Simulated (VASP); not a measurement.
# Ti in VASP: further runs, part 2 of 2

VASP 6.6.1.

### 3 Single point, PBEsol (engineering shear strain xy +0.0000, normal strain along z -0.0500)

INCAR

```
SYSTEM = Ti
PREC = Accurate
ENCUT = 520
EDIFF = 1E-7
ISMEAR = 0
SIGMA = 0.15
LREAL = .FALSE.
LASPH = .TRUE.
NELM = 60
ALGO = Normal
ISIF = 2
LWAVE = .FALSE.
LCHARG = .FALSE.
GGA = PS
NBANDS = 12
```

KPOINTS

```
regular mesh
0
G
  20 20 20
  0 0 0
```

POSCAR

```
Ti
1.0
   -1.6049504194      1.6049504194      1.5247028984
    1.6049504194     -1.6049504194      1.5247028984
    1.6049504194      1.6049504194     -1.5247028984
Ti
1
Direct
    0.0000000000      0.0000000000      0.0000000000
```

Potentials or basis: VASP PAW PBE potentials, release 64 (Ti_sv).

Run with:

```console
cat potpaw_PBE.64/Ti_sv/POTCAR > POTCAR
mpirun -np 1 vasp_std > vasp.out
```

OUTCAR:

```text
SYSTEM = Ti
   PREC = Accurate
   ENCUT = 520
   EDIFF = 1E-7
   ISMEAR = 0
   LREAL = .FALSE.
   LASPH = .TRUE.
   NELM = 60
   ISIF = 2
   GGA = PS

 ion  position               nearest neighbor table
   1  0.000  0.000  0.000-

  LATTYP: Found a body centered tetragonal cell.
 ALAT       =     3.2099008388
 C/A-ratio  =     0.9500000000

  Lattice vectors:

 A1 = (  -1.6049504194,   1.6049504194,   1.5247028984)
 A2 = (   1.6049504194,  -1.6049504194,   1.5247028984)
 A3 = (   1.6049504194,   1.6049504194,  -1.5247028984)

Analysis of symmetry for initial positions (statically):
=====================================================================
 Subroutine PRICEL returns:
 Original cell was already a primitive cell.

 Routine SETGRP: Setting up the symmetry group for a
 body centered tetragonal supercell.

 Subroutine GETGRP returns: Found 16 space group operations
 (whereof 16 operations were pure point group operations)
 out of a pool of 16 trial point group operations.

The static configuration has the point symmetry D_4h.

Analysis of symmetry for dynamics (positions and initial velocities):
=====================================================================
 Subroutine PRICEL returns:
 Original cell was already a primitive cell.

 Routine SETGRP: Setting up the symmetry group for a
 body centered tetragonal supercell.

 Subroutine GETGRP returns: Found 16 space group operations
 (whereof 16 operations were pure point group operations)
 out of a pool of 16 trial point group operations.

The dynamic configuration has the point symmetry D_4h.

 Subroutine INISYM returns: Found 16 space group operations
 (whereof 16 operations are pure point group operations),
 and found     1 'primitive' translations

----------------------------------------------------------------------------------------

                                     Primitive cell

  volume of cell :      15.7097

  direct lattice vectors                    reciprocal lattice vectors
    -1.604950419  1.604950419  1.524702898     0.000000000  0.311536104  0.327932741
     1.604950419 -1.604950419  1.524702898     0.311536104  0.000000000  0.327932741
     1.604950419  1.604950419 -1.524702898     0.311536104  0.311536104  0.000000000

  length of vectors
     2.734309899  2.734309899  2.734309899     0.452321375  0.452321375  0.440578583

  position of ions in fractional coordinates (direct lattice)
     0.000000000  0.000000000  0.000000000

  ion indices of the primitive-cell ions
   primitive index   ion index
                 1           1

----------------------------------------------------------------------------------------

 KPOINTS: regular mesh

Automatic generation of k-mesh.
 Grid dimensions read from file:
 generate k-points for:   20   20   20

 Generating k-lattice:

  Cartesian coordinates                     Fractional coordinates (reciprocal lattice)
     0.000000000  0.015576805  0.016396637     0.050000000  0.000000000  0.000000000
     0.015576805  0.000000000  0.016396637     0.000000000  0.050000000  0.000000000
     0.015576805  0.015576805  0.000000000     0.000000000  0.000000000  0.050000000

  Length of vectors
     0.022616069  0.022616069  0.022028929

  Shift w.r.t. Gamma in fractional coordinates (k-lattice)
     0.000000000  0.000000000  0.000000000

 Subroutine IBZKPT returns following result:
 ===========================================

 Found    641 irreducible k-points:

 Following reciprocal coordinates:
            Coordinates               Weight
  0.000000  0.000000  0.000000      1.000000
  0.050000 -0.000000  0.000000      8.000000
  0.100000 -0.000000  0.000000      8.000000
  0.150000 -0.000000  0.000000      8.000000
  0.200000 -0.000000  0.000000      8.000000
  0.250000 -0.000000  0.000000      8.000000
[... 16 lines left out ...]
 -0.400000  0.050000 -0.000000     16.000000
 -0.350000  0.050000 -0.000000     16.000000
 [... further k-points ...]
   k-points           NKPTS =    641   k-points in BZ     NKDIM =    641   number of bands    NBANDS=     12
   number of dos      NEDOS =    301   number of ions     NIONS =      1
   total plane-waves  NPLWV =   8000
   dimension x,y,z NGX =    20 NGY =   20 NGZ =   20
   dimension x,y,z NGXF=    40 NGYF=   40 NGZF=   40
   ions per type =               1
   NGX,Y,Z   is equivalent  to a cutoff of  12.16, 12.16, 12.16 a.u.
   NGXF,Y,Z  is equivalent  to a cutoff of  24.32, 24.32, 24.32 a.u.
 SYSTEM =  Ti
   PREC   = accura    normal or accurate (medium, high low for compatibility)
   ISTART =      0    job   : 0-new  1-cont  2-samecut
   ICHARG =      2    charge: 1-file 2-atom 10-const
   ISPIN  =      1    spin polarized calculation?
   LNONCOLLINEAR =      F non collinear calculations
   LSORBIT =      F    spin-orbit coupling
   LASPH  =      T    aspherical Exc in radial PAW
   ENCUT  =  520.0 eV  38.22 Ry    6.18 a.u.   5.08  5.08  5.08*2*pi/ulx,y,z
   NELM   =     60;   NELMIN=  2; NELMDL= -5     # of ELM steps
   EDIFF  = 0.1E-06   stopping-criterion for ELM
   LREAL  =      F    real-space projection
   EDIFFG = 0.1E-05   stopping-criterion for IOM
   NSW    =      0    number of steps for IOM
   IBRION =     -1    ionic relax: 0-MD 1-quasi-New 2-CG
   NFREE  =      0    steps in history (QN), initial steepest desc. (CG)
   ISIF   =      2    stress and relaxation
   ISYM   =      2    0-nonsym 1-usesym 2-fastsym
   POTIM  = 0.5000    time-step for ionic-motion
   TEBEG  =    0.0;   TEEND  =   0.0 temperature during run
   PSTRESS=    0.0 pullay stress
   NELECT =      12.0000    total number of electrons
   NUPDOWN=      -1.0000    fix difference up-down
   EMIN   =  10.00;   EMAX   =-10.00  energy-range for DOS
   EFERMI =   0.00;   METHOD = LEGACY
   ISMEAR =     0;   SIGMA  =   0.15  broadening in eV -4-tet -1-fermi 0-gaus
   EFERMI_NEDOS =   21; number of points for ismear=-14 and -15
   IALGO  =     38    algorithm
   IMIX   =      4    mixing-type and parameters
     AMIX     =   0.40;   BMIX     =  1.00
     AMIX_MAG =   1.60;   BMIX_MAG =  1.00
  volume/ion in A,a.u.               =      15.71       106.01
  Fermi-wavevector in a.u.,A,eV,Ry     =   1.496508  2.827990 30.470747  2.239537
  Thomas-Fermi vector in A             =   2.608516
   LORBIT       =      0    0 simple, 1 ext, 2 COOP (PROOUT), +10 PAW based schemes
   GGA     = PS    functional components
   LHFCALC =     F    Hartree Fock is set to
   AEXX    =    0.0000 exact exchange contribution
   IVDW    =     0    specifies the selected vdW correction
   LEPSILON=     F    determine dielectric tensor
   LRPA    =     F    only Hartree local field effects (RPA)
 non-spin polarized calculation
 Gauss-broadening in eV      SIGMA  =   0.15
  energy-cutoff  :      520.00
  volume of cell :       15.71
 maximum number of plane-waves:       438
   NGX = 11   NGY = 11   NGZ = 11

 number of electron      11.9999998 magnetization

 Free energy of the ion-electron system (eV)
  ---------------------------------------------------
  ext. energy  EPLUGINS =         0.00000000
  ---------------------------------------------------
  free energy    TOTEN  =        -8.23502972 eV

  energy without entropy =       -8.21259394  energy(sigma->0) =       -8.22381183

 E-fermi :   9.0455     XC(G=0): -12.1191

 val. band max:        9.0400493374   @ k =   0.2500   0.2000   0.0000
 cond. band min:       9.0503267961   @ k =  -0.3000  -0.3000   0.0500
 fundamental gap:      0.0102774587
 Fermi energy:         9.0454549815

 k-point     1 :       0.0000    0.0000    0.0000
  band No.  band energies     occupation
      1     -47.0764      2.00000
      2     -22.8867      2.00000
      3     -22.8867      2.00000
      4     -22.8860      2.00000
      5       2.8836      2.00000
      6       9.8313      0.00000
      7      10.2617      0.00000
      8      10.2617      0.00000
      9      11.8300      0.00000
     10      12.3409      0.00000
     11      26.8614      0.00000
     12      26.8614      0.00000
[... 331 lines left out ...]
 k-point    24 :      -0.3500    0.0500   -0.0000
  band No.  band energies     occupation
      1     -46.9274      2.00000
      2     -23.5741      2.00000
      3     -23.1088      2.00000
      4     -22.9122      2.00000
      5       5.8483      2.00000
      6       8.7733      1.98971
      7       9.4382      0.00021
      8      12.0422      0.00000
      9      12.3295      0.00000
     10      12.6961      0.00000
     11      22.2281      0.00000
     12      24.3608      0.00000

 [... further k-points ...]

------------------------ aborting loop because EDIFF is reached ----------------------------------------

  FORCE on cell =-STRESS in cart. coord.  units (eV):
  Direction    XX          YY          ZZ          XY          YZ          ZX
  --------------------------------------------------------------------------------------
  -------------------------------------------------------------------------------------
  Total        0.6429199      0.6429199      0.5032330      0.0000000     -0.0000000      0.0000000
  in kB       65.5690667     65.5690667     51.3229056      0.0000000     -0.0000000      0.0000000
  external PRESSURE =      60.8203463 kB  Pullay stress =       0.0000000 kB

 VOLUME and BASIS-vectors are now :
 -----------------------------------------------------------------------------
  energy-cutoff  :      520.00
  volume of cell :       15.71
      direct lattice vectors                 reciprocal lattice vectors
    -1.604950419  1.604950419  1.524702898     0.000000000  0.311536104  0.327932741
     1.604950419 -1.604950419  1.524702898     0.311536104  0.000000000  0.327932741
     1.604950419  1.604950419 -1.524702898     0.311536104  0.311536104  0.000000000

 POSITION                                       TOTAL-FORCE (eV/Angst)
 -----------------------------------------------------------------------------------
      0.00000      0.00000      0.00000        -0.000000     -0.000000     -0.000000
 -----------------------------------------------------------------------------------
    total drift:                                0.000000     -0.000000      0.000000

  FREE ENERGIE OF THE ION-ELECTRON SYSTEM (eV)
  ---------------------------------------------------
  free  energy   TOTEN  =        -8.2350297240 eV

  energy  without entropy=       -8.2125939379  energy(sigma->0) =       -8.22381183
```

OSZICAR:

```text
N       E                     dE             d eps       ncg     rms          rms(c)
DAV:   1     0.861124881652E+02    0.86112E+02   -0.65661E+03 15420   0.123E+03
DAV:   2    -0.507424555411E+01   -0.91187E+02   -0.88700E+02 15704   0.299E+02
DAV:   3    -0.911015089483E+01   -0.40359E+01   -0.39866E+01 20720   0.646E+01
DAV:   4    -0.920814873474E+01   -0.97998E-01   -0.97880E-01 17296   0.860E+00
DAV:   5    -0.921069052935E+01   -0.25418E-02   -0.25417E-02 17912   0.121E+00    0.959E+00
DAV:   6    -0.823022100775E+01    0.98047E+00   -0.21368E+00 16852   0.215E+01    0.257E+00
DAV:   7    -0.822176692561E+01    0.84541E-02   -0.96525E-02 18532   0.362E+00    0.138E+00
DAV:   8    -0.823460067627E+01   -0.12834E-01   -0.43212E-02 15960   0.244E+00    0.138E-01
DAV:   9    -0.823497522923E+01   -0.37455E-03   -0.38349E-03 18800   0.619E-01    0.979E-02
DAV:  10    -0.823505579457E+01   -0.80565E-04   -0.33131E-04 16240   0.209E-01    0.184E-02
DAV:  11    -0.823502980763E+01    0.25987E-04   -0.23054E-05 18140   0.686E-02    0.904E-03
DAV:  12    -0.823502949382E+01    0.31381E-06   -0.15983E-06 16604   0.149E-02    0.846E-04
DAV:  13    -0.823502979019E+01   -0.29637E-06   -0.27902E-07 18540   0.318E-03    0.222E-03
DAV:  14    -0.823502972400E+01    0.66189E-07   -0.54226E-08 10564   0.280E-03
   1 F= -.82350297E+01 E0= -.82238118E+01  d E =-.224358E-01
```

stdout:

```text
POSCAR found type information on POSCAR Ti
 POSCAR found :  1 types and       1 ions
 scaLAPACK will be used
 -----------------------------------------------------------------------------
|                                                                             |
|                                                                             |
|     You enforced a specific xc type in the INCAR file but a different       |
|     I HOPE YOU KNOW WHAT YOU ARE DOING!                                     |
|                                                                             |
 -----------------------------------------------------------------------------

 LDA part: xc-table for (Slater+PW92), standard interpolation
 POSCAR, INCAR and KPOINTS ok, starting setup
 FFT: planning ... GRIDC
 FFT: planning ... GRID_SOFT
 FFT: planning ... GRID
 WAVECAR not read
 entering main loop
```

Run time: 56 s. Hardware: 1 thread of AMD EPYC 9R45 (Zen 5), shared host; peak memory 0.19 GiB.

What came out:

| Property | Result |
| --- | --- |
| Free energy | -8.2350 eV |
| Pressure | 6.1 GPa |
| Band gap on the k mesh | zero (band 6 reaches 10.11 eV, above the bottom of band 7 at 8.40 eV) |

Stress tensor (GPa, compression positive):
```
6.56 0.00 0.00
0.00 6.56 0.00
0.00 0.00 5.13
```

Levels at points of the mesh, in eV from the Fermi level:
| k point | band 3 | band 4 | band 5 | band 6 | band 7 | band 8 | band 9 | band 10 |
| --- | --- | --- | --- | --- | --- | --- | --- | --- |
| (0.00, 0.00, 0.00) | -31.93 | -31.93 | -6.16 | 0.79 | 1.22 | 1.22 | 2.78 | 3.30 |
| (0.50, 0.00, 0.00) | -32.23 | -31.96 | -2.74 | -0.69 | 1.63 | 3.10 | 3.66 | 4.86 |
| (0.50, 0.50, 0.00) | -32.19 | -31.92 | -2.71 | -0.18 | 1.24 | 2.74 | 3.33 | 4.80 |
| (0.50, 0.50, 0.50) | -32.59 | -32.50 | -2.55 | -2.40 | 4.41 | 4.41 | 4.52 | 8.71 |

Caveat: the cell differs from its parent crystal (engineering shear strain xy +0.0000, normal strain along z -0.0500); the PAW data sets were made with another functional, which shifts forces and pressure a little.

### 4 Single point, PBEsol (engineering shear strain xy +0.0000, normal strain along z +0.0500)

INCAR

```
  ALGO = Fast
  EDIFF = 1E-6
  ENCUT = 520
  GGA = PS
  ISIF = 2
  ISMEAR = 0
  LASPH = T
  LCHARG = F
  LREAL = F
  LWAVE = F
  NBANDS = 12
  NELM = 100
  PREC = Accurate
  SIGMA = 0.15
```

KPOINTS

```
k-points
0
Gamma
  20 20 20
```

POSCAR

```
Ti
1.0
   -1.6049504194      1.6049504194      1.6851979404
    1.6049504194     -1.6049504194      1.6851979404
    1.6049504194      1.6049504194     -1.6851979404
Ti
1
Direct
    0.0000000000      0.0000000000      0.0000000000
```

Run with:

```console
cat potpaw_PBE.64/Ti_sv/POTCAR > POTCAR
mpirun -np 1 vasp_std > vasp.out
```

It took 2.5 min on 1 thread of AMD EPYC 9R45 (Zen 5), shared host; peak memory 0.21 GiB.

The run converged. Its results:

```yaml
Free_energy: -8.2354 eV
Pressure: -5.2 GPa
Band_gap_on_the_k_mesh: zero (band 6 reaches 8.94 eV, above the bottom of band 7 at 7.36 eV)
```

Stress tensor (GPa, compression positive):
```
-5.53  0.00  0.00
 0.00 -5.53  0.00
 0.00  0.00 -4.53
```

Levels at points of the mesh, in eV from the Fermi level:
```
           k point  band 3  band 4  band 5  band 6  band 7  band 8  band 9  band 10
(0.00, 0.00, 0.00)  -32.26  -32.26   -5.96    0.88    0.88    1.21    2.54     2.92
(0.50, 0.00, 0.00)  -32.46  -32.26   -2.47   -0.27    1.04    2.52    3.11     4.25
(0.50, 0.50, 0.00)  -32.49  -32.28   -2.47   -0.68    1.37    2.99    3.20     4.31
(0.50, 0.50, 0.50)  -32.70  -32.70   -2.18   -2.04    3.87    3.96    3.96     7.45
```

Caveat: the cell differs from its parent crystal (engineering shear strain xy +0.0000, normal strain along z +0.0500); the PAW data sets were made with another functional, which shifts forces and pressure a little.

### 5 Overview

| cell | gap on the mesh (eV) | pressure (GPa) |
| --- | --- | --- |
| a = 2.848, b = 2.848, c = 2.712 Å, angles 109.5, 109.5, 111.4°, 1 atom | none | -0.4 |
| a = 2.734 Å, angles 108.1, 108.1, 112.2°, 1 atom | none | 6.1 |
| a = 2.827 Å, angles 110.8, 110.8, 106.8°, 1 atom | none | -5.2 |

Alike in all rows: task single point; level PBEsol; potentials or basis VASP PAW PBE potentials, release 64 (Ti_sv); no spin polarisation; k mesh 20 × 20 × 20; cutoff (eV) 520; smearing gaussian 0.15 eV.

Caveats: the PAW data sets were made with another functional, which shifts forces and pressure a little.

Total energies depend on the potentials used, so only differences within one code and one set of settings carry meaning.
